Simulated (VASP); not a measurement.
# Mo (P6/mmm) in VASP: notebook

The runs below take Mo through relaxation of cell and atoms, single point, with r2SCAN.

Everything below comes from runs of VASP 6.6.1. Logs are shortened: lines on timing, memory, paths and dates and some standing lists are left out, and cuts for length are marked.

### Step 1. The cell of the first run

The structure is hexagonal, space group P6/mmm (No. 191). Conventional cell: a = 4.708 Å, b = 4.708 Å, c = 2.886 Å, α = 90.00°, β = 90.00°, γ = 120.00°. Within 3.8 Å of Mo (site symmetry 6/mmm) lie 14 Mo at 2.89 to 3.08 Å. Mo (site symmetry -6m2) has 11 Mo at 2.72 to 3.08 Å within 3.6 Å.

### Step 2. Relaxation of cell and atoms, r2SCAN

Contents of POSCAR:

```
Mo
1.0
    4.7077299181      0.0000000000      0.0000000000
   -2.3538649591      4.0770137032      0.0000000000
    0.0000000000      0.0000000000      2.8860431237
Mo
3
Direct
    0.0000000000      0.0000000000      0.0000000000
    0.3333333333      0.6666666667      0.5000000000
    0.6666666667      0.3333333333      0.5000000000
```

Contents of INCAR.step1:

```
SYSTEM = Mo
PREC = Accurate ; ENCUT = 600
ISMEAR = 0 ; SIGMA = 0.1
LREAL = .False. ; LASPH = .True.
NELM = 100 ; GGA = PE
ALGO = Normal ; EDIFF = 1E-4
LWAVE = .True. ; LCHARG = .False.
```

Contents of INCAR.step2:

```
SYSTEM = Mo
PREC = Accurate ; ENCUT = 600
EDIFF = 1E-6 ; ISMEAR = 0
SIGMA = 0.1 ; LREAL = .False.
LASPH = .True. ; NELM = 100
ALGO = Normal ; ISIF = 3
LWAVE = .False. ; LCHARG = .False.
METAGGA = R2SCAN ; LMIXTAU = .True.
IBRION = 2 ; NSW = 90
EDIFFG = -0.04 ; ISTART = 1
```

Contents of KPOINTS:

```
Automatic mesh
0
Gamma
  6 6 6
  0 0 0
```

Potentials or basis: VASP PAW PBE potentials, release 64 (Mo_sv).

Command:

```sh
$ cat potpaw_PBE.64/Mo_sv/POTCAR > POTCAR
$ cp INCAR.step1 INCAR
$ mpirun -np 1 vasp_std > vasp.out
$ cp INCAR.step2 INCAR
$ mpirun -np 1 vasp_std > vasp.out
```

OUTCAR:

```text
SYSTEM = Mo
   PREC = Accurate
   ENCUT = 600
   EDIFF = 1E-6
   ISMEAR = 0
   LREAL = .False.
   LASPH = .True.
   NELM = 100
   ISIF = 3
   METAGGA = R2SCAN
   IBRION = 2
   NSW = 90
   EDIFFG = -0.04
   ISTART = 1

 ion  position               nearest neighbor table
   1  0.000  0.000  0.000-   2 3.08   3 3.08   2 3.08   3 3.08   2 3.08   2 3.08   3 3.08   3 3.08
                             3 3.08   3 3.08   2 3.08   2 3.08
   2  0.333  0.667  0.500-   3 2.72   3 2.72   3 2.72   1 3.08   1 3.08   1 3.08   1 3.08   1 3.08
                             1 3.08
   3  0.667  0.333  0.500-   2 2.72   2 2.72   2 2.72   1 3.08   1 3.08   1 3.08   1 3.08   1 3.08
                             1 3.08

  LATTYP: Found a hexagonal cell.
 ALAT       =     4.7077299181
 C/A-ratio  =     0.6130434783

  Lattice vectors:

 A1 = (   4.7077299181,   0.0000000000,   0.0000000000)
 A2 = (  -2.3538649591,   4.0770137032,   0.0000000000)
 A3 = (   0.0000000000,   0.0000000000,   2.8860431237)

Analysis of symmetry for initial positions (statically):
=====================================================================
 Subroutine PRICEL returns:
 Original cell was already a primitive cell.

 Routine SETGRP: Setting up the symmetry group for a
 hexagonal supercell.

 Subroutine GETGRP returns: Found 24 space group operations
 (whereof 24 operations were pure point group operations)
 out of a pool of 24 trial point group operations.

The static configuration has the point symmetry D_6h.

Analysis of symmetry for dynamics (positions and initial velocities):
=====================================================================
 Subroutine PRICEL returns:
 Original cell was already a primitive cell.

 Routine SETGRP: Setting up the symmetry group for a
 hexagonal supercell.

 Subroutine GETGRP returns: Found 24 space group operations
 (whereof 24 operations were pure point group operations)
 out of a pool of 24 trial point group operations.

The dynamic configuration has the point symmetry D_6h.

 Subroutine INISYM returns: Found 24 space group operations
 (whereof 24 operations are pure point group operations),
 and found     1 'primitive' translations

----------------------------------------------------------------------------------------

                                     Primitive cell

  volume of cell :      55.3932

  direct lattice vectors                    reciprocal lattice vectors
     4.707729918  0.000000000  0.000000000     0.212416604  0.122638783  0.000000000
    -2.353864959  4.077013703  0.000000000     0.000000000  0.245277567  0.000000000
[... 87 lines left out ...]
   EDIFF  = 0.1E-05   stopping-criterion for ELM
   LREAL  =      F    real-space projection
   EDIFFG = -.4E-01   stopping-criterion for IOM
   NSW    =     90    number of steps for IOM
   IBRION =      2    ionic relax: 0-MD 1-quasi-New 2-CG
   NFREE  =      1    steps in history (QN), initial steepest desc. (CG)
   ISIF   =      3    stress and relaxation
   ISYM   =      2    0-nonsym 1-usesym 2-fastsym
   POTIM  = 0.5000    time-step for ionic-motion
   TEBEG  =    0.0;   TEEND  =   0.0 temperature during run
   PSTRESS=    0.0 pullay stress
   NELECT =      42.0000    total number of electrons
   NUPDOWN=      -1.0000    fix difference up-down
   EMIN   =  10.00;   EMAX   =-10.00  energy-range for DOS
   EFERMI =   0.00;   METHOD = LEGACY
   ISMEAR =     0;   SIGMA  =   0.10  broadening in eV -4-tet -1-fermi 0-gaus
   EFERMI_NEDOS =   21; number of points for ismear=-14 and -15
   IALGO  =     38    algorithm
   IMIX   =      4    mixing-type and parameters
     AMIX     =   0.40;   BMIX     =  1.00
     AMIX_MAG =   1.60;   BMIX_MAG =  1.00
  volume/ion in A,a.u.               =      18.46       124.60
  Fermi-wavevector in a.u.,A,eV,Ry     =   1.492814  2.821010 30.320504  2.228494
  Thomas-Fermi vector in A             =   2.605294
   LORBIT       =      0    0 simple, 1 ext, 2 COOP (PROOUT), +10 PAW based schemes
   METAGGA = R2SCAN    functional components
   LHFCALC =     F    Hartree Fock is set to
   AEXX    =    0.0000 exact exchange contribution
   IVDW    =     0    specifies the selected vdW correction
   LEPSILON=     F    determine dielectric tensor
   LRPA    =     F    only Hartree local field effects (RPA)
 conjugate gradient relaxation of ions
 non-spin polarized calculation
 Gauss-broadening in eV      SIGMA  =   0.10
  energy-cutoff  :      600.00
  volume of cell :       55.39
 maximum number of plane-waves:      1866
 NGX is ok and might be reduce to    40
   NGX = 19   NGY = 19   NGZ = 11

--------------------------------------- Ionic step        1  -------------------------------------------

 number of electron      42.0000000 magnetization

 Free energy of the ion-electron system (eV)
  ---------------------------------------------------
  ext. energy  EPLUGINS =         0.00000000
  ---------------------------------------------------
  free energy    TOTEN  =       -75.83405588 eV

  energy without entropy =      -75.80147497  energy(sigma->0) =      -75.81776542

 E-fermi :   9.7828     XC(G=0): -13.5659

 val. band max:        9.7811307611   @ k =   0.3333   0.0000   0.1667
 cond. band min:       9.7874866619   @ k =   0.1667   0.1667   0.3333
 fundamental gap:      0.0063559008
 Fermi energy:         9.7828041442

 k-point     1 :       0.0000    0.0000    0.0000
  band No.  band energies     occupation
      1     -53.0557      2.00000
      2     -52.9245      2.00000
      3     -52.7741      2.00000
      4     -26.5535      2.00000
      5     -26.5535      2.00000
      6     -26.3950      2.00000
[... 767 lines left out ...]
  FREE ENERGIE OF THE ION-ELECTRON SYSTEM (eV)
  ---------------------------------------------------
  free  energy   TOTEN  =       -76.7992417411 eV

  energy  without entropy=      -76.7769181924  energy(sigma->0) =      -76.78807997

[... ionic steps 4 to 8 ...]

--------------------------------------- Ionic step        9  -------------------------------------------

 number of electron      42.0000001 magnetization

------------------------ aborting loop because EDIFF is reached ----------------------------------------
[... 69 lines left out ...]
--------------------------------------- Ionic step       11  -------------------------------------------

 number of electron      42.0000001 magnetization

 Free energy of the ion-electron system (eV)
  ---------------------------------------------------
  ext. energy  EPLUGINS =         0.00000000
  ---------------------------------------------------
  free energy    TOTEN  =       -77.00032348 eV

  energy without entropy =      -76.97390336  energy(sigma->0) =      -76.98711342

 E-fermi :  12.1516     XC(G=0): -14.4677

 val. band max:       12.1328562489   @ k =   0.1667   0.0000   0.5000
 cond. band min:      12.1695042778   @ k =   0.3333   0.1667   0.3333
 fundamental gap:      0.0366480289
 Fermi energy:        12.1515909281

 k-point     1 :       0.0000    0.0000    0.0000
  band No.  band energies     occupation
      1     -50.9210      2.00000
      2     -50.6947      2.00000
      3     -50.5283      2.00000
      4     -24.3792      2.00000
      5     -24.3792      2.00000
      6     -24.3370      2.00000
[... 693 lines left out ...]
  FREE ENERGIE OF THE ION-ELECTRON SYSTEM (eV)
  ---------------------------------------------------
  free  energy   TOTEN  =       -77.0003234842 eV

  energy  without entropy=      -76.9739033614  energy(sigma->0) =      -76.98711342

 reached required accuracy - stopping structural energy minimisation
```

OUTCAR.step1:

```text
SYSTEM = Mo
   PREC = Accurate
   ENCUT = 600
   ISMEAR = 0
   LREAL = .False.
   LASPH = .True.
   NELM = 100
[... 900 lines left out ...]
      0.00000      0.00000      0.00000        -0.000000     -0.000000      0.000000
     -0.00000      2.71801      1.44302        -0.000000      0.000000     -0.000000
      2.35386      1.35900      1.44302         0.000000     -0.000000      0.000000
 -----------------------------------------------------------------------------------
    total drift:                                0.000000     -0.000000      0.000000

  FREE ENERGIE OF THE ION-ELECTRON SYSTEM (eV)
  ---------------------------------------------------
  free  energy   TOTEN  =       -30.7254566038 eV

  energy  without entropy=      -30.6949997786  energy(sigma->0) =      -30.71022819
```

It took 33 min on 1 thread of Oxide Virtual Turin-like, shared host; peak memory 0.2 GiB.

What came out:

| Item | Value |
| --- | --- |
| Free energy | -77.0003 eV |
| Relaxed volume | 15.93 Å³/atom |
| Relaxed cell | a = 4.667 Å, b = 4.667 Å, c = 2.532 Å, α = 90.00°, β = 90.00°, γ = 120.00° |
| Space group after relaxing (to 0.05 Å) | P6/mmm (No. 191) |
| Energy gained by relaxing | 388.8 meV/atom |
| Ionic steps | 11 |
| Pressure after relaxing | 0.1 GPa |
| Band gap on the k mesh | zero (band 21 reaches 13.16 eV, above the bottom of band 22 at 11.53 eV) |

The path:
| step | energy change (eV) | largest force (eV/Å) | pressure (GPa) | volume (Å³) |
| --- | --- | --- | --- | --- |
| 1 | 0.0000 | 0.0000 | -26.42 | 55.39 |
| 2 | 4.4570 | 0.0000 | 173.68 | 34.14 |
| 3 | -0.9652 | 0.0000 | 0.00 | 47.72 |
| 4 | -0.9783 | 0.0000 | 2.85 | 47.18 |
| 5 | -0.9814 | 0.0000 | 4.88 | 46.81 |
| 6 | -1.0481 | 0.0000 | 9.71 | 46.69 |
| 7 | -1.1509 | 0.0000 | 5.09 | 46.81 |
| 8 | -1.1190 | 0.0000 | -8.13 | 49.53 |
| 9 | -1.1656 | 0.0000 | -0.07 | 47.76 |
| 10 | -1.1656 | 0.0000 | 0.02 | 47.74 |
| 11 | -1.1663 | 0.0000 | 0.11 | 47.78 |

Final structure:
```cif
data_structure
_symmetry_space_group_name_H-M 'P 1'
_symmetry_Int_Tables_number 1
_cell_length_a 4.6675
_cell_length_b 4.6675
_cell_length_c 2.5323
_cell_angle_alpha 90.000
_cell_angle_beta 90.000
_cell_angle_gamma 120.000
_cell_volume 47.78
loop_
_atom_site_label
_atom_site_type_symbol
_atom_site_fract_x
_atom_site_fract_y
_atom_site_fract_z
_atom_site_occupancy
Mo1 Mo 0.00000 0.00000 0.00000 1
Mo2 Mo 0.33333 0.66667 0.50000 1
Mo3 Mo 0.66667 0.33333 0.50000 1
```

Caveat: the k points lie up to 0.41 Å⁻¹ apart in the final cell; the PAW data sets were made with another functional, which shifts forces and pressure a little.

### Step 3. Single point, r2SCAN

This run uses another cell than the first one, of 15.93 Å³/atom, 0.863 times its volume.

Contents of POSCAR:

```
Mo
1.0
    4.6580054460      0.0000000000      0.0000000000
   -2.3290027230      4.0339510472      0.0000000000
    0.0000000000      0.0000000000      2.5429818085
Mo
3
Direct
    0.0000000000      0.0000000000      0.0000000000
    0.3333333333      0.6666666667      0.5000000000
    0.6666666667      0.3333333333      0.5000000000
```

Contents of INCAR.step1:

```
SYSTEM = Mo
PREC = Accurate ; ENCUT = 520
ISMEAR = 0 ; SIGMA = 0.1
LREAL = .False. ; LASPH = .True.
NELM = 80 ; NBANDS = 28
GGA = PE ; ALGO = Normal
EDIFF = 1E-4 ; LWAVE = .True.
LCHARG = .False.
```

Contents of INCAR.step2:

```
SYSTEM = Mo
PREC = Accurate ; ENCUT = 520
EDIFF = 1E-7 ; ISMEAR = 0
SIGMA = 0.1 ; LREAL = .False.
LASPH = .True. ; NELM = 80
ALGO = Normal ; ISIF = 2
LWAVE = .False. ; LCHARG = .False.
METAGGA = R2SCAN ; LMIXTAU = .True.
NBANDS = 28 ; ISTART = 1
```

Contents of KPOINTS:

```
Automatic mesh
0
Gamma
  12 12 18
  0 0 0
```

Potentials or basis: VASP PAW PBE potentials, release 64 (Mo_sv).

Command:

```sh
$ cat potpaw_PBE.64/Mo_sv/POTCAR > POTCAR
$ cp INCAR.step1 INCAR
$ mpirun -np 1 vasp_std > vasp.out
$ cp INCAR.step2 INCAR
$ mpirun -np 1 vasp_std > vasp.out
```

Run time: 12 min. Hardware: 1 thread of Oxide Virtual Turin-like, shared host; peak memory 0.27 GiB.

Results (log left out):

* Free energy: -76.9030 eV
* Pressure: 1.1 GPa
* Band gap on the k mesh: zero (band 21 reaches 13.12 eV, above the bottom of band 22 at 11.53 eV)

Stress tensor (GPa, compression positive):
```
0.94 0.00 0.00
0.00 0.94 0.00
0.00 0.00 1.39
```

Levels at points of the mesh, in eV from the Fermi level:
```
           k point  band 17  band 18  band 19  band 20  band 21  band 22  band 23  band 24  band 25  band 26
(0.00, 0.00, 0.00)    -2.36    -2.36    -2.30    -2.30    -0.55    -0.55     1.98     1.98     2.08     2.08
(0.50, 0.00, 0.00)    -3.30    -2.81    -2.39    -2.32     1.03     1.10     2.08     2.21     2.32     2.67
(0.00, 0.00, 0.50)    -2.85    -1.59    -1.23    -1.23     0.13     0.13     2.55     2.55     3.25     3.25
(0.50, 0.00, 0.50)    -2.34    -2.12    -1.91    -0.26    -0.21     1.21     1.22     2.23     2.55     3.87
```

Caveat: the PAW data sets were made with another functional, which shifts forces and pressure a little.
